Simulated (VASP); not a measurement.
Crystal: C.

```
C
1.0
     2.52207    0.00000    0.00000
     1.26103    2.18417    0.00000
     1.26103    0.72806    2.05926
C
2
Direct
  0.00000 0.00000 0.00000
  0.25000 0.25000 0.25000
```

Program: VASP 6.6.1. Alike in all runs: task single point; no spin polarisation; cell as given; k mesh 10 × 10 × 10; cutoff (eV) 520; smearing fermi-dirac 0.01 eV.

Order these runs on this cell by their pressure, lowest first.
A. level PBEsol; potentials or basis VASP PAW PBE potentials, release 64 (C)
B. level LDA; potentials or basis VASP PAW LDA potentials, release 64 (C)
C. level r2SCAN; potentials or basis VASP PAW PBE potentials, release 64 (C)

B (-11.6 GPa), A (-3.8 GPa), C (-1.3 GPa).

Caveats: the PAW data sets were made with another functional, which shifts forces and pressure a little (some runs).
